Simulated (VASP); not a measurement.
# GaB2As3 (P-4m2) in VASP: relaxation of cell and atoms with PBE

Aim: the relaxation of cell and atoms of GaB2As3 with PBE.

All numbers are computed with VASP 6.6.1; they aren't measurements. Logs are shortened: lines on timing, memory, paths and dates and some standing lists are left out, and cuts for length are marked.

## (1) The cell of the first run

Symmetry: P-4m2, No. 115, tetragonal system. Conventional cell: a = 3.614 Å, b = 3.614 Å, c = 7.976 Å, α = 90.00°, β = 90.00°, γ = 90.00°. Within 3.4 Å of Ga (site symmetry -4m2) lie 4 As at 2.56 Å and 4 B at 2.77 Å. B (site symmetry 2mm) has 7 As at 2.73 to 2.82 Å and 2 Ga at 2.77 Å and 4 B at 3.61 Å within 3.7 Å. As (site symmetry -4m2) has 4 Ga at 2.56 Å and 4 B at 2.77 Å within 3.4 Å. Within 3.7 Å of As (site symmetry 2mm) lie 5 B at 2.73 to 2.82 Å and 10 As at 3.16 to 3.61 Å and 2 Ga at 3.55 Å.

The cell was generated, and may not be a known phase.

## (2) Relaxation of cell and atoms, PBE

INCAR reads:

```
SYSTEM = GaB2As3
PREC = Accurate
ENCUT = 600
EDIFF = 1E-6
ISMEAR = 0
SIGMA = 0.1
LREAL = .FALSE.
LASPH = .TRUE.
NELM = 80
ALGO = Normal
ISIF = 3
LWAVE = .FALSE.
LCHARG = .FALSE.
GGA = PE
IBRION = 2
NSW = 90
EDIFFG = -0.04
```

KPOINTS reads:

```
Automatic mesh
0
G
  6 6 2
  0 0 0
```

POSCAR reads:

```
GaB2As3
1.0
    3.6138308200      0.0000000000      0.0000000000
    0.0000000000      3.6138308200      0.0000000000
    0.0000000000      0.0000000000      7.9763089500
Ga B As
1 2 3
Direct
    0.0000000000      0.0000000000      0.0000000000
    0.0000000000      0.5000000000      0.7365000200
    0.5000000000      0.0000000000      0.2634999800
    0.5000000000      0.5000000000      0.0000000000
    0.0000000000      0.5000000000      0.3835000100
    0.5000000000      0.0000000000      0.6164999900
```

Potentials or basis: VASP PAW PBE potentials, release 64 (Ga_d, B, As).

Launch:

```sh
cat potpaw_PBE.64/Ga_d/POTCAR potpaw_PBE.64/B/POTCAR potpaw_PBE.64/As/POTCAR > POTCAR
mpirun -np 1 vasp_std > vasp.out
```

OUTCAR:

```text
SYSTEM = GaB2As3
   PREC = Accurate
   ENCUT = 600
   EDIFF = 1E-6
   ISMEAR = 0
   LREAL = .FALSE.
   LASPH = .TRUE.
   NELM = 80
   ISIF = 3
   GGA = PE
   IBRION = 2
   NSW = 90
   EDIFFG = -0.04

 ion  position               nearest neighbor table
   1  0.000  0.000  0.000-   4 2.56   4 2.56   4 2.56   4 2.56
   2  0.000  0.500  0.737-
   3  0.500  0.000  0.263-
   4  0.500  0.500  0.000-   1 2.56   1 2.56   1 2.56   1 2.56
   5  0.000  0.500  0.384-
   6  0.500  0.000  0.616-

  LATTYP: Found a simple tetragonal cell.
 ALAT       =     3.6138308200
 C/A-ratio  =     2.2071616928

  Lattice vectors:

 A1 = (   3.6138308200,   0.0000000000,   0.0000000000)
 A2 = (   0.0000000000,   3.6138308200,   0.0000000000)
 A3 = (   0.0000000000,   0.0000000000,   7.9763089500)

Analysis of symmetry for initial positions (statically):
=====================================================================
 Subroutine PRICEL returns:
 Original cell was already a primitive cell.

 Routine SETGRP: Setting up the symmetry group for a
 simple tetragonal supercell.

 Subroutine GETGRP returns: Found  8 space group operations
 (whereof  8 operations were pure point group operations)
 out of a pool of 16 trial point group operations.

The static configuration has the point symmetry D_2d.

Analysis of symmetry for dynamics (positions and initial velocities):
=====================================================================
 Subroutine PRICEL returns:
 Original cell was already a primitive cell.

 Routine SETGRP: Setting up the symmetry group for a
 simple tetragonal supercell.

 Subroutine GETGRP returns: Found  8 space group operations
 (whereof  8 operations were pure point group operations)
 out of a pool of 16 trial point group operations.

The dynamic configuration has the point symmetry D_2d.

 Subroutine INISYM returns: Found  8 space group operations
 (whereof  8 operations are pure point group operations),
 and found     1 'primitive' translations

----------------------------------------------------------------------------------------

                                     Primitive cell

  volume of cell :     104.1688

  direct lattice vectors                    reciprocal lattice vectors
     3.613830820  0.000000000  0.000000000     0.276714669  0.000000000  0.000000000
     0.000000000  3.613830820  0.000000000     0.000000000  0.276714669  0.000000000
     0.000000000  0.000000000  7.976308950     0.000000000  0.000000000  0.125371272

  length of vectors
     3.613830820  3.613830820  7.976308950     0.276714669  0.276714669  0.125371272

  position of ions in fractional coordinates (direct lattice)
     0.000000000  0.000000000  0.000000000
     0.000000000  0.500000000  0.736500020
     0.500000000  0.000000000  0.263499980
     0.500000000  0.500000000  0.000000000
     0.000000000  0.500000000  0.383500010
     0.500000000  0.000000000  0.616499990

  ion indices of the primitive-cell ions
   primitive index   ion index
                 1           1
                 2           2
                 3           3
                 4           4
                 5           5
                 6           6

----------------------------------------------------------------------------------------

 KPOINTS: Automatic mesh

Automatic generation of k-mesh.
 Grid dimensions read from file:
 generate k-points for:    6    6    2

 Generating k-lattice:

  Cartesian coordinates                     Fractional coordinates (reciprocal lattice)
     0.046119112  0.000000000  0.000000000     0.166666667  0.000000000  0.000000000
     0.000000000  0.046119112  0.000000000     0.000000000  0.166666667  0.000000000
     0.000000000  0.000000000  0.062685636     0.000000000  0.000000000  0.500000000

  Length of vectors
     0.046119112  0.046119112  0.062685636

  Shift w.r.t. Gamma in fractional coordinates (k-lattice)
     0.000000000  0.000000000  0.000000000

 Subroutine IBZKPT returns following result:
 ===========================================

 Found     20 irreducible k-points:

 Following reciprocal coordinates:
            Coordinates               Weight
  0.000000  0.000000  0.000000      1.000000
  0.166667  0.000000  0.000000      4.000000
  0.333333  0.000000  0.000000      4.000000
  0.500000  0.000000  0.000000      2.000000
  0.166667  0.166667  0.000000      4.000000
  0.333333  0.166667  0.000000      8.000000
[... 12 lines left out ...]
  0.500000  0.333333  0.500000      4.000000
  0.500000  0.500000  0.500000      1.000000
   k-points           NKPTS =     20   k-points in BZ     NKDIM =     20   number of bands    NBANDS=     21
   number of dos      NEDOS =    301   number of ions     NIONS =      6
   total plane-waves  NPLWV =  57600
   dimension x,y,z NGX =    30 NGY =   30 NGZ =   64
   dimension x,y,z NGXF=    60 NGYF=   60 NGZF=  128
   ions per type =               1   2   3
   NGX,Y,Z   is equivalent  to a cutoff of  13.80, 13.80, 13.34 a.u.
   NGXF,Y,Z  is equivalent  to a cutoff of  27.60, 27.60, 26.68 a.u.
 SYSTEM =  GaB2As3
   PREC   = accura    normal or accurate (medium, high low for compatibility)
   ISTART =      0    job   : 0-new  1-cont  2-samecut
   ICHARG =      2    charge: 1-file 2-atom 10-const
   ISPIN  =      1    spin polarized calculation?
   LNONCOLLINEAR =      F non collinear calculations
   LSORBIT =      F    spin-orbit coupling
   LASPH  =      T    aspherical Exc in radial PAW
   ENCUT  =  600.0 eV  44.10 Ry    6.64 a.u.   7.22  7.22 15.93*2*pi/ulx,y,z
   NELM   =     80;   NELMIN=  2; NELMDL= -5     # of ELM steps
   EDIFF  = 0.1E-05   stopping-criterion for ELM
   LREAL  =      F    real-space projection
   EDIFFG = -.4E-01   stopping-criterion for IOM
   NSW    =     90    number of steps for IOM
   IBRION =      2    ionic relax: 0-MD 1-quasi-New 2-CG
   NFREE  =      1    steps in history (QN), initial steepest desc. (CG)
   ISIF   =      3    stress and relaxation
   ISYM   =      2    0-nonsym 1-usesym 2-fastsym
   POTIM  = 0.5000    time-step for ionic-motion
   TEBEG  =    0.0;   TEEND  =   0.0 temperature during run
   PSTRESS=    0.0 pullay stress
   NELECT =      34.0000    total number of electrons
   NUPDOWN=      -1.0000    fix difference up-down
   EMIN   =  10.00;   EMAX   =-10.00  energy-range for DOS
   EFERMI =   0.00;   METHOD = LEGACY
   ISMEAR =     0;   SIGMA  =   0.10  broadening in eV -4-tet -1-fermi 0-gaus
   EFERMI_NEDOS =   21; number of points for ismear=-14 and -15
   IALGO  =     38    algorithm
   IMIX   =      4    mixing-type and parameters
     AMIX     =   0.40;   BMIX     =  1.00
     AMIX_MAG =   1.60;   BMIX_MAG =  1.00
  volume/ion in A,a.u.               =      17.36       117.16
  Fermi-wavevector in a.u.,A,eV,Ry     =   1.127168  2.130038 17.286303  1.270507
  Thomas-Fermi vector in A             =   2.263853
   LORBIT       =      0    0 simple, 1 ext, 2 COOP (PROOUT), +10 PAW based schemes
   GGA     = PE    functional components
   LHFCALC =     F    Hartree Fock is set to
   AEXX    =    0.0000 exact exchange contribution
   IVDW    =     0    specifies the selected vdW correction
   LEPSILON=     F    determine dielectric tensor
   LRPA    =     F    only Hartree local field effects (RPA)
 conjugate gradient relaxation of ions
 non-spin polarized calculation
 Gauss-broadening in eV      SIGMA  =   0.10
  energy-cutoff  :      600.00
  volume of cell :      104.17
 maximum number of plane-waves:      3528
 NGX is ok and might be reduce to    30
   NGX = 15   NGY = 15   NGZ = 31

--------------------------------------- Ionic step        1  -------------------------------------------

 number of electron      34.0000007 magnetization

 Free energy of the ion-electron system (eV)
  ---------------------------------------------------
  ext. energy  EPLUGINS =         0.00000000
  ---------------------------------------------------
  free energy    TOTEN  =       -23.14091923 eV

  energy without entropy =      -23.12712118  energy(sigma->0) =      -23.13402021

------------------------ aborting loop because EDIFF is reached ----------------------------------------

  FORCE on cell =-STRESS in cart. coord.  units (eV):
  Direction    XX          YY          ZZ          XY          YZ          ZX
  --------------------------------------------------------------------------------------
  -------------------------------------------------------------------------------------
  Total       -4.3450926     -4.3450926     -7.8107734      0.0000000      0.0000000      0.0000000
  in kB      -66.8300850    -66.8300850   -120.1342991      0.0000000      0.0000000      0.0000000
  external PRESSURE =     -84.5981564 kB  Pullay stress =       0.0000000 kB
[... 101 lines left out ...]
  FREE ENERGIE OF THE ION-ELECTRON SYSTEM (eV)
  ---------------------------------------------------
  free  energy   TOTEN  =       -23.7096422215 eV

  energy  without entropy=      -23.6915795790  energy(sigma->0) =      -23.70061090

 E-fermi :   4.3709     XC(G=0): -10.0080

 val. band max:        4.2825832138   @ k =   0.5000   0.3333   0.0000
 cond. band min:       4.3762595532   @ k =   0.0000   0.0000   0.5000
 fundamental gap:      0.0936763395
 Fermi energy:         4.3708820508

 k-point     1 :       0.0000    0.0000    0.0000
  band No.  band energies     occupation
      1     -10.9895      2.00000
      2     -10.7068      2.00000
      3     -10.6821      2.00000
      4     -10.6411      2.00000
      5     -10.6411      2.00000
      6      -9.8321      2.00000
[... 454 lines left out ...]
      5     -10.5467      2.00000
      6      -5.8454      2.00000
[... 13 lines left out ...]
     20       4.4200      0.48697
     21       6.8404      0.00000

[... ionic steps 4 to 35 ...]

--------------------------------------- Ionic step       36  -------------------------------------------

 number of electron      33.9999995 magnetization

------------------------ aborting loop because EDIFF is reached ----------------------------------------

  FORCE on cell =-STRESS in cart. coord.  units (eV):
  Direction    XX          YY          ZZ          XY          YZ          ZX
  --------------------------------------------------------------------------------------
  -------------------------------------------------------------------------------------
  Total       -0.0522537     -0.0522537     -0.0704856      0.0000000      0.0000000     -0.0000000
  in kB       -0.7622254     -0.7622254     -1.0281746      0.0000000      0.0000000     -0.0000000
  external PRESSURE =      -0.8508752 kB  Pullay stress =       0.0000000 kB
[... 65 lines left out ...]
  energy  without entropy=      -25.4132293581  energy(sigma->0) =      -25.41544616

--------------------------------------- Ionic step       38  -------------------------------------------

 number of electron      33.9999994 magnetization

 Free energy of the ion-electron system (eV)
  ---------------------------------------------------
  ext. energy  EPLUGINS =         0.00000000
  ---------------------------------------------------
  free energy    TOTEN  =       -25.41775548 eV

  energy without entropy =      -25.41299909  energy(sigma->0) =      -25.41537729

 E-fermi :   4.0783     XC(G=0):  -9.8163

 val. band max:        3.9966648385   @ k =   0.5000   0.3333   0.0000
 cond. band min:       4.1512195257   @ k =   0.1667   0.1667   0.0000
 fundamental gap:      0.1545546872
 Fermi energy:         4.0783066056

 k-point     1 :       0.0000    0.0000    0.0000
  band No.  band energies     occupation
      1     -11.2560      2.00000
      2     -10.9694      2.00000
      3     -10.9445      2.00000
      4     -10.9055      2.00000
      5     -10.9055      2.00000
      6     -10.1591      2.00000
[... 502 lines left out ...]
  FREE ENERGIE OF THE ION-ELECTRON SYSTEM (eV)
  ---------------------------------------------------
  free  energy   TOTEN  =       -25.4177554846 eV

  energy  without entropy=      -25.4129990920  energy(sigma->0) =      -25.41537729

 reached required accuracy - stopping structural energy minimisation
```

Wall time 24 min (1 thread of Intel Xeon Platinum 8259CL at 2.50GHz (Skylake/Cascade Lake), shared host); peak memory 0.28 GiB.

Results:

- Free energy: -25.4178 eV
- Relaxed volume: 18.36 Å³/atom
- Relaxed cell: a = 3.395 Å, b = 3.395 Å, c = 9.559 Å, α = 90.00°, β = 90.00°, γ = 90.00°
- Space group after relaxing (to 0.1 Å): P-4m2 (No. 115)
- Energy gained by relaxing: 379.5 meV/atom
- Ionic steps: 38
- Pressure after relaxing: -0.1 GPa
- Largest force after relaxing: 0.025 eV/Å
- Band gap on the k mesh: zero (bands 17 and 18 overlap by 2.42 eV)

Forces in eV/Å, atoms in the order of the input:
```
Ga   0.000  0.000  0.000
B    0.000  0.000 -0.017
B    0.000  0.000  0.017
As   0.000  0.000  0.000
As   0.000  0.000 -0.025
As   0.000  0.000  0.025
```

Step by step:
```tsv
step	energy change (eV)	largest force (eV/Å)	pressure (GPa)	volume (Å³)
1	0.0000	0.8686	-8.46	104.17
2	-0.5510	1.1550	0.06	90.92
3	-0.5687	1.2245	2.28	88.67
4	-0.8908	1.4232	2.24	87.52
5	-0.7797	1.8345	13.31	83.31
6	-1.1058	1.1902	4.06	86.33
7	-1.2145	0.3252	7.27	84.89
8	-1.3131	0.5050	1.38	90.88
9	-1.3220	0.4050	2.49	89.49
10	-1.3964	0.4649	-1.06	91.77
11	-1.3972	0.5821	-1.70	92.22
12	-1.4437	0.7239	-1.23	91.49
13	-1.4759	0.8973	-0.78	90.73
14	-1.5291	0.9371	0.61	89.10
15	-1.5984	0.8081	1.03	89.11
16	-1.7417	0.4617	3.21	89.10
17	-1.5853	1.8394	10.56	88.90
18	-1.7572	0.7757	5.03	89.07
19	-1.7980	0.7448	4.13	90.28
20	-1.8776	0.6492	1.85	93.96
21	-1.9301	0.4997	-1.18	101.59
22	-1.9877	0.3117	-1.89	103.71
23	-2.0150	0.4004	-3.21	108.35
24	-2.0210	0.2918	-2.89	107.25
25	-2.0951	0.2700	-1.76	105.60
26	-2.1841	0.2766	1.89	101.54
27	-2.2057	0.3295	1.34	102.55
28	-2.2085	0.4478	1.01	103.11
29	-2.2274	0.4105	0.22	104.62
30	-2.2412	0.3499	-0.94	107.00
31	-2.2578	0.1291	-0.11	106.94
32	-2.2621	0.1375	0.58	106.90
33	-2.2706	0.0495	0.62	107.76
34	-2.2735	0.0384	0.70	108.57
35	-2.2757	0.1093	-0.32	110.27
36	-2.2760	0.0911	-0.09	109.84
37	-2.2767	0.0405	-0.04	110.06
38	-2.2768	0.0250	-0.05	110.16
```

Final structure:
```xyz
6
Lattice="3.3947 0.0000 0.0000 0.0000 3.3947 0.0000 0.0000 0.0000 9.5593" Properties=species:S:1:pos:R:3 pbc="T T T"
Ga    0.0000    0.0000    0.0000
B     0.0000    1.6973    5.6474
B     1.6973    0.0000    3.9119
As    1.6973    1.6973    0.0000
As    0.0000    1.6973    3.5432
As    1.6973    0.0000    6.0161
```

Caveat: the k points lie up to 0.33 Å⁻¹ apart in the final cell, too coarse for converged energies and pressures of a metal; a cell axis changed by over 15 % at a fixed basis, so the end point is rough.

The gap in the log of VASP goes by the Fermi energy; the results here count the filled bands.